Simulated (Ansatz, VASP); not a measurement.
CaSe in VASP and in Ansatz

```
Ca Se
1.0
     0.00000    2.78011    2.78011
     2.78011    0.00000    2.78011
     2.78011    2.78011    0.00000
Ca Se
1 1
Direct
  0.00000 0.00000 0.00000
  0.50000 0.50000 0.50000
```

Alike in both runs: task single point; functional PBE; k mesh 4 × 4 × 4; no spin polarisation.

|  | VASP | Ansatz |
| --- | --- | --- |
| version | VASP 6.6.1 | Ansatz 0.2.0 |
| potentials or method | VASP PAW PBE potentials, release 64 (Ca_sv, Se) | scalar-relativistic, plane waves, PAW |
| plane-wave cutoff (eV) | 520 | 420 |
| occupations | gaussian, width 0.01 eV | fixed |
| valence electrons in the cell | 16 | 26 |

|  | VASP | Ansatz | Ansatz less VASP |
| --- | --- | --- | --- |
| gap on the k mesh at the Fermi level (eV) | 1.44 | 1.45 | +0.018 |
| least direct gap on the mesh (eV) | 2.55 | 2.57 | +0.016 |
| pressure (GPa) | 15.8 | 15.5 | -0.37 |

VASP's potentials hold 16 valence electrons a cell and Ansatz's 26, so a difference there can come from the potentials and not from the codes.

The k mesh is coarse, so the values compare programs but aren't converged.
